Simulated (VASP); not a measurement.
# Si2Ni in VASP: a series of runs

Si2Ni is run at these levels: PBEsol; tasks: single point.

All numbers are computed with VASP 6.6.1; they aren't measurements. Logs are shortened: lines on timing, memory, paths and dates and some standing lists are left out, and cuts for length are marked.

### 1 The cell of the first run

It takes space group I4/mmm (No. 139, tetragonal). Conventional cell: a = 3.812 Å, b = 3.812 Å, c = 5.607 Å, α = 90.00°, β = 90.00°, γ = 90.00°. Si (site symmetry -4m2) has 4 Ni at 2.37 Å and 6 Si at 2.70 to 2.80 Å within 3.1 Å. Ni (site symmetry 4/mmm) has 8 Si at 2.37 Å within 3.1 Å.

### 2 Single point, PBEsol (strain +0.000 along x and y, +0.040 along z)

File INCAR:

```
ALGO = Normal ; EDIFF = 1E-6
ENCUT = 520 ; GGA = PS
ISIF = 2 ; ISMEAR = 0
LASPH = T ; LCHARG = T
LELF = T ; LREAL = F
LVHAR = T ; LWAVE = F
NBANDS = 16 ; NELM = 80
PREC = Accurate ; SIGMA = 0.15
```

File KPOINTS:

```
k-points
0
Gamma
  16 16 16
```

File POSCAR:

```
Si2Ni
1.0
    0.0000000000      2.6957048444      2.8035330382
    2.6957048444      0.0000000000      2.8035330382
    2.6957048444      2.6957048444      0.0000000000
Si Ni
2 1
Direct
    0.2500000000      0.2500000000      0.2500000000
    0.7500000000      0.7500000000      0.7500000000
    0.0000000000      0.0000000000      0.0000000000
```

Potentials or basis: VASP PAW PBE potentials, release 64 (Si, Ni).

Command:

```
$ cat potpaw_PBE.64/Si/POTCAR potpaw_PBE.64/Ni/POTCAR > POTCAR
$ mpirun -np 1 vasp_std > vasp.out
```

OUTCAR:

```text
EDIFF = 1E-6
   ENCUT = 520
   GGA = PS
   ISIF = 2
   ISMEAR = 0
   LASPH = T
   LREAL = F
   NELM = 80
   PREC = Accurate

 ion  position               nearest neighbor table
   1  0.250  0.250  0.250-   3 2.37   3 2.37   3 2.37   3 2.37   2 2.70   2 2.70   2 2.70   2 2.70
                             2 2.80   2 2.80
   2  0.750  0.750  0.750-   3 2.37   3 2.37   3 2.37   3 2.37   1 2.70   1 2.70   1 2.70   1 2.70
                             1 2.80   1 2.80
   3  0.000  0.000  0.000-   2 2.37   2 2.37   2 2.37   1 2.37   2 2.37   1 2.37   1 2.37   1 2.37

  LATTYP: Found a body centered tetragonal cell.
 ALAT       =     3.8123023511
 C/A-ratio  =     1.4707821049

  Lattice vectors:

 A1 = (  -2.6957048444,   0.0000000000,   2.8035330382)
 A2 = (   2.6957048444,   0.0000000000,   2.8035330382)
 A3 = (   0.0000000000,   2.6957048444,  -2.8035330382)

Analysis of symmetry for initial positions (statically):
=====================================================================
 Subroutine PRICEL returns:
 Original cell was already a primitive cell.

 Routine SETGRP: Setting up the symmetry group for a
 body centered tetragonal supercell.

 Subroutine GETGRP returns: Found 16 space group operations
 (whereof 16 operations were pure point group operations)
 out of a pool of 16 trial point group operations.

The static configuration has the point symmetry D_4h.

Analysis of symmetry for dynamics (positions and initial velocities):
=====================================================================
 Subroutine PRICEL returns:
 Original cell was already a primitive cell.

 Routine SETGRP: Setting up the symmetry group for a
 body centered tetragonal supercell.

 Subroutine GETGRP returns: Found 16 space group operations
 (whereof 16 operations were pure point group operations)
 out of a pool of 16 trial point group operations.

The dynamic configuration has the point symmetry D_4h.

 Subroutine INISYM returns: Found 16 space group operations
 (whereof 16 operations are pure point group operations),
 and found     1 'primitive' translations

----------------------------------------------------------------------------------------

                                     Primitive cell

  volume of cell :      40.7456

  direct lattice vectors                    reciprocal lattice vectors
     0.000000000  2.695704844  2.803533038    -0.185480247  0.185480247  0.178346391
     2.695704844  0.000000000  2.803533038     0.185480247 -0.185480247  0.178346391
     2.695704844  2.695704844  0.000000000     0.185480247  0.185480247 -0.178346391

  length of vectors
     3.889295837  3.889295837  3.812302351     0.317195963  0.317195963  0.317195963

  position of ions in fractional coordinates (direct lattice)
     0.250000000  0.250000000  0.250000000
     0.750000000  0.750000000  0.750000000
     0.000000000  0.000000000  0.000000000

  ion indices of the primitive-cell ions
   primitive index   ion index
                 1           1
                 2           2
                 3           3

----------------------------------------------------------------------------------------

 KPOINTS: k-points

Automatic generation of k-mesh.
 Grid dimensions read from file:
 generate k-points for:   16   16   16

 Generating k-lattice:

  Cartesian coordinates                     Fractional coordinates (reciprocal lattice)
    -0.011592515  0.011592515  0.011146649     0.062500000  0.000000000  0.000000000
     0.011592515 -0.011592515  0.011146649     0.000000000  0.062500000  0.000000000
     0.011592515  0.011592515 -0.011146649    -0.000000000 -0.000000000  0.062500000

  Length of vectors
     0.019824748  0.019824748  0.019824748

  Shift w.r.t. Gamma in fractional coordinates (k-lattice)
     0.000000000  0.000000000  0.000000000

 Subroutine IBZKPT returns following result:
 ===========================================

 Found    349 irreducible k-points:

 Following reciprocal coordinates:
            Coordinates               Weight
  0.000000  0.000000  0.000000      1.000000
  0.062500  0.000000  0.000000      8.000000
  0.125000  0.000000  0.000000      8.000000
  0.187500  0.000000  0.000000      8.000000
  0.250000  0.000000  0.000000      8.000000
  0.312500  0.000000  0.000000      8.000000
[... 16 lines left out ...]
 -0.125000  0.062500  0.000000      8.000000
 -0.062500  0.062500  0.000000      4.000000
 [... further k-points ...]
   k-points           NKPTS =    349   k-points in BZ     NKDIM =    349   number of bands    NBANDS=     16
   number of dos      NEDOS =    301   number of ions     NIONS =      3
   total plane-waves  NPLWV =  25200
   dimension x,y,z NGX =    30 NGY =   30 NGZ =   28
   dimension x,y,z NGXF=    60 NGYF=   60 NGZF=   56
   ions per type =               2   1
   NGX,Y,Z   is equivalent  to a cutoff of  12.82, 12.82, 12.21 a.u.
   NGXF,Y,Z  is equivalent  to a cutoff of  25.65, 25.65, 24.42 a.u.
 SYSTEM =  unknown system
   PREC   = accura    normal or accurate (medium, high low for compatibility)
   ISTART =      0    job   : 0-new  1-cont  2-samecut
   ICHARG =      2    charge: 1-file 2-atom 10-const
   ISPIN  =      1    spin polarized calculation?
   LNONCOLLINEAR =      F non collinear calculations
   LSORBIT =      F    spin-orbit coupling
   LASPH  =      T    aspherical Exc in radial PAW
   ENCUT  =  520.0 eV  38.22 Ry    6.18 a.u.   7.23  7.23  7.09*2*pi/ulx,y,z
   NELM   =     80;   NELMIN=  2; NELMDL= -5     # of ELM steps
   EDIFF  = 0.1E-05   stopping-criterion for ELM
   LREAL  =      F    real-space projection
   EDIFFG = 0.1E-04   stopping-criterion for IOM
   NSW    =      0    number of steps for IOM
   IBRION =     -1    ionic relax: 0-MD 1-quasi-New 2-CG
   NFREE  =      0    steps in history (QN), initial steepest desc. (CG)
   ISIF   =      2    stress and relaxation
   ISYM   =      2    0-nonsym 1-usesym 2-fastsym
   POTIM  = 0.5000    time-step for ionic-motion
   TEBEG  =    0.0;   TEEND  =   0.0 temperature during run
   PSTRESS=    0.0 pullay stress
   NELECT =      18.0000    total number of electrons
   NUPDOWN=      -1.0000    fix difference up-down
   EMIN   =  10.00;   EMAX   =-10.00  energy-range for DOS
   EFERMI =   0.00;   METHOD = LEGACY
   ISMEAR =     0;   SIGMA  =   0.15  broadening in eV -4-tet -1-fermi 0-gaus
   EFERMI_NEDOS =   21; number of points for ismear=-14 and -15
   IALGO  =     38    algorithm
   IMIX   =      4    mixing-type and parameters
     AMIX     =   0.40;   BMIX     =  1.00
     AMIX_MAG =   1.60;   BMIX_MAG =  1.00
  volume/ion in A,a.u.               =      13.58        91.65
  Fermi-wavevector in a.u.,A,eV,Ry     =   1.246825  2.356158 21.151249  1.554573
  Thomas-Fermi vector in A             =   2.380985
   LORBIT       =      0    0 simple, 1 ext, 2 COOP (PROOUT), +10 PAW based schemes
   GGA     = PS    functional components
   LHFCALC =     F    Hartree Fock is set to
   AEXX    =    0.0000 exact exchange contribution
   IVDW    =     0    specifies the selected vdW correction
   LEPSILON=     F    determine dielectric tensor
   LRPA    =     F    only Hartree local field effects (RPA)
 non-spin polarized calculation
 Gauss-broadening in eV      SIGMA  =   0.15
  energy-cutoff  :      520.00
  volume of cell :       40.75
 maximum number of plane-waves:      1114
 NGX is ok and might be reduce to    30
   NGX = 15   NGY = 15   NGZ = 15

 number of electron      18.0000002 magnetization

 Free energy of the ion-electron system (eV)
  ---------------------------------------------------
  ext. energy  EPLUGINS =         0.00000000
  ---------------------------------------------------
  free energy    TOTEN  =       -18.95080498 eV

  energy without entropy =      -18.94091931  energy(sigma->0) =      -18.94586214

 E-fermi :   9.8652     XC(G=0): -11.5576

 val. band max:        9.8639874210   @ k =   0.1875   0.0625   0.0000
 cond. band min:       9.8867015173   @ k =   0.2500   0.0000   0.0000
 fundamental gap:      0.0227140963
 Fermi energy:         9.8651550166

 k-point     1 :       0.0000    0.0000    0.0000
  band No.  band energies     occupation
      1      -3.6585      2.00000
      2       4.8543      2.00000
      3       4.8543      2.00000
      4       4.9850      2.00000
      5       6.5015      2.00000
      6       6.6130      2.00000
[... 8 lines left out ...]
     15      14.9700      0.00000
     16      14.9700      0.00000

 k-point     2 :       0.0625    0.0000    0.0000
  band No.  band energies     occupation
      1      -3.6018      2.00000
      2       4.7520      2.00000
      3       4.8741      2.00000
      4       4.9795      2.00000
      5       6.4909      2.00000
      6       6.6018      2.00000
[... 8 lines left out ...]
     15      14.6655      0.00000
     16      14.7928      0.00000

 k-point     3 :       0.1250    0.0000    0.0000
  band No.  band energies     occupation
      1      -3.4323      2.00000
      2       4.4094      2.00000
      3       4.9312      2.00000
      4       5.0147      2.00000
      5       6.4646      2.00000
      6       6.5728      2.00000
[... 8 lines left out ...]
     15      14.2919      0.00000
     16      14.5081      0.00000

 k-point     4 :       0.1875    0.0000    0.0000
  band No.  band energies     occupation
      1      -3.1515      2.00000
      2       3.8672      2.00000
      3       5.0180      2.00000
      4       5.0792      2.00000
      5       6.4388      2.00000
      6       6.5393      2.00000
[... 8 lines left out ...]
     15      14.5575      0.00000
     16      15.0860      0.00000
[... 324 lines left out ...]
 k-point    22 :      -0.1875    0.0625    0.0000
  band No.  band energies     occupation
      1      -2.9705      2.00000
      2       3.5594      2.00000
      3       5.0320      2.00000
      4       5.1170      2.00000
      5       6.4408      2.00000
      6       6.5194      2.00000
[... 8 lines left out ...]
     15      14.9197      0.00000
     16      16.0048      0.00000

 k-point    23 :      -0.1250    0.0625    0.0000
  band No.  band energies     occupation
      1      -3.2920      2.00000
      2       4.1301      2.00000
      3       5.0041      2.00000
      4       5.0076      2.00000
      5       6.4972      2.00000
      6       6.5121      2.00000
[... 8 lines left out ...]
     15      14.3282      0.00000
     16      14.9796      0.00000

 k-point    24 :      -0.0625    0.0625    0.0000
  band No.  band energies     occupation
      1      -3.5031      2.00000
      2       4.5293      2.00000
      3       4.9232      2.00000
      4       4.9933      2.00000
      5       6.5084      2.00000
      6       6.5563      2.00000
[... 8 lines left out ...]
     15      14.2007      0.00000
     16      14.3276      0.00000

 [... further k-points ...]
[... 5 lines left out ...]
  --------------------------------------------------------------------------------------
  -------------------------------------------------------------------------------------
  Total       -1.2669675     -1.2669675     -1.8172603      0.0000000      0.0000000     -0.0000000
  in kB      -49.8190795    -49.8190795    -71.4574278      0.0000000      0.0000000     -0.0000000
  external PRESSURE =     -57.0318622 kB  Pullay stress =       0.0000000 kB

 VOLUME and BASIS-vectors are now :
 -----------------------------------------------------------------------------
  energy-cutoff  :      520.00
  volume of cell :       40.75
      direct lattice vectors                 reciprocal lattice vectors
     0.000000000  2.695704844  2.803533038    -0.185480247  0.185480247  0.178346391
     2.695704844  0.000000000  2.803533038     0.185480247 -0.185480247  0.178346391
     2.695704844  2.695704844  0.000000000     0.185480247  0.185480247 -0.178346391

 POSITION                                       TOTAL-FORCE (eV/Angst)
 -----------------------------------------------------------------------------------
      1.34785      1.34785      1.40177        -0.000000     -0.000000     -0.000000
      4.04356      4.04356      4.20530         0.000000      0.000000      0.000000
      0.00000      0.00000      0.00000         0.000000      0.000000     -0.000000
 -----------------------------------------------------------------------------------
    total drift:                                0.000000     -0.000000     -0.000000

  FREE ENERGIE OF THE ION-ELECTRON SYSTEM (eV)
  ---------------------------------------------------
  free  energy   TOTEN  =       -18.9508049815 eV

  energy  without entropy=      -18.9409193071  energy(sigma->0) =      -18.94586214
```

Wall time 99 s (1 thread of Intel Xeon 6975P-C (Granite Rapids), shared host); peak memory 0.33 GiB.

Results:

```
Free energy            : -18.9508 eV
Pressure               : -5.7 GPa
Band gap on the k mesh : zero (bands 9 and 10 overlap by 2.06 eV)
```

Stress tensor (GPa, compression positive):
```
-4.98  0.00  0.00
 0.00 -4.98  0.00
 0.00  0.00 -7.15
```

Caveat: the cell differs from its parent crystal (strain +0.000 along x and y, +0.040 along z); the cell stands under tension; the PAW data sets were made with another functional, which shifts forces and pressure a little. Spin polarisation is off, so any magnetic state and its effect on volume and gap are missing.

### 3 Single point, PBEsol (strain -0.080 along x and y, -0.080 along z)

File INCAR:

```
SYSTEM = Si2Ni
ALGO     = Normal         ! electronic algorithm
EDIFF    = 1E-7           ! SCF threshold, eV
ENCUT    = 520            ! plane-wave cutoff, eV
GGA      = PS             ! functional
ISIF     = 2              ! what is computed and relaxed
ISMEAR   = 0              ! smearing method
LASPH    = .TRUE.         ! aspherical terms in the spheres
LCHARG   = .TRUE.         ! write CHGCAR
LELF     = .TRUE.         ! ELF
LREAL    = .FALSE.        ! projectors in reciprocal space
LVHAR    = .TRUE.       
LWAVE    = .FALSE.        ! write WAVECAR
NBANDS   = 16             ! bands
NELM     = 100            ! most SCF steps
PREC     = Accurate       ! precision mode
SIGMA    = 0.15           ! smearing width, eV
```

File KPOINTS:

```
k-points
0
G
  16 16 16
  0 0 0
```

File POSCAR:

```
Si2Ni
1.0
    0.0000000000      2.4800484568      2.4800484568
    2.4800484568      0.0000000000      2.4800484568
    2.4800484568      2.4800484568      0.0000000000
Si Ni
2 1
Direct
    0.2500000000      0.2500000000      0.2500000000
    0.7500000000      0.7500000000      0.7500000000
    0.0000000000      0.0000000000      0.0000000000
```

Potentials or basis: VASP PAW PBE potentials, release 64 (Si, Ni).

Command:

```
$ cat potpaw_PBE.64/Si/POTCAR potpaw_PBE.64/Ni/POTCAR > POTCAR
$ mpirun -np 1 vasp_std > vasp.out
```

Run time: 52 s. Hardware: 1 thread of Intel Xeon Platinum 8488C (Sapphire Rapids), shared host; peak memory 0.21 GiB.

It converged, with:

```yaml
Free_energy: -17.4661 eV
Pressure: 71.0 GPa
Band_gap_on_the_k_mesh: zero (bands 9 and 10 overlap by 1.67 eV)
```

Levels at points of the mesh, in eV from the Fermi level:
```csv
k point,band 5,band 6,band 7,band 8,band 9,band 10,band 11,band 12,band 13,band 14
"(0.00, 0.00, 0.00)",-5.55,-5.55,1.34,1.34,1.34,1.77,1.79,1.79,1.79,5.11
"(0.50, 0.00, 0.00)",-5.53,-5.25,-5.25,-2.46,-2.46,1.58,1.58,1.75,4.02,9.56
"(0.50, 0.50, 0.00)",-6.18,-5.54,-5.54,-5.29,-4.91,-0.29,0.40,7.20,10.27,10.27
```

Caveat: the cell differs from its parent crystal (strain -0.080 along x and y, -0.080 along z); the cell stands under pressure; the PAW data sets were made with another functional, which shifts forces and pressure a little. Spin polarisation is off, so any magnetic state and its effect on volume and gap are missing.

### 4 Single point, PBEsol (strain +0.080 along x and y, +0.080 along z)

File INCAR:

```
SYSTEM = Si2Ni
PREC = Accurate ; ENCUT = 520
EDIFF = 1E-6 ; ISMEAR = 0
SIGMA = 0.15 ; LREAL = .False.
LASPH = .True. ; NELM = 60
ALGO = Normal ; ISIF = 2
LWAVE = .False. ; LCHARG = .False.
GGA = PS ; NBANDS = 16
```

File KPOINTS:

```
Automatic mesh
0
Gamma
  16 16 16
  0 0 0
```

File POSCAR:

```
Si2Ni
1.0
    0.0000000000      2.9113612320      2.9113612320
    2.9113612320      0.0000000000      2.9113612320
    2.9113612320      2.9113612320      0.0000000000
Si Ni
2 1
Direct
    0.2500000000      0.2500000000      0.2500000000
    0.7500000000      0.7500000000      0.7500000000
    0.0000000000      0.0000000000      0.0000000000
```

Command:

```
$ cat potpaw_PBE.64/Si/POTCAR potpaw_PBE.64/Ni/POTCAR > POTCAR
$ mpirun -np 1 vasp_std > vasp.out
```

Run time: 52 s. Hardware: 1 thread of Intel Xeon Platinum 8488C (Sapphire Rapids), shared host; peak memory 0.25 GiB.

Results (log left out):

| Item | Value |
| --- | --- |
| Free energy | -18.1420 eV |
| Pressure | -21.5 GPa |
| Band gap on the k mesh | zero (bands 9 and 10 overlap by 2.30 eV) |

Levels at points of the mesh, in eV from the Fermi level:
```
           k point  band 7  band 8  band 9  band 10  band 11  band 12
(0.00, 0.00, 0.00)   -1.64    1.61    1.61     1.61     2.66     2.66
(0.50, 0.00, 0.00)   -2.18   -0.75   -0.75     1.51     1.61     1.86
(0.50, 0.50, 0.00)   -2.45   -2.28   -2.03    -0.47     1.91     6.85
```

Caveat: the cell differs from its parent crystal (strain +0.080 along x and y, +0.080 along z); the cell stands under tension; the PAW data sets were made with another functional, which shifts forces and pressure a little. Spin polarisation is off, so any magnetic state and its effect on volume and gap are missing.

### 5 The runs side by side

| cell | gap on the mesh (eV) | pressure (GPa) |
| --- | --- | --- |
| a = 3.889, b = 3.889, c = 3.812 Å, angles 60.7, 60.7, 58.7°, 3 atoms | none | -5.7 |
| a = 3.507 Å, angles 60.0°, 3 atoms | none | 71.0 |
| a = 4.117 Å, angles 60.0°, 3 atoms | none | -21.5 |

Alike in all rows: task single point; level PBEsol; potentials or basis VASP PAW PBE potentials, release 64 (Si, Ni); no spin polarisation; k mesh 16 × 16 × 16; cutoff (eV) 520; smearing gaussian 0.15 eV.

Caveats: the PAW data sets were made with another functional, which shifts forces and pressure a little; the cell stands under tension (at least some runs); the cell stands under pressure (at least some runs).

Absolute energies hang on the potentials; compare differences alone.
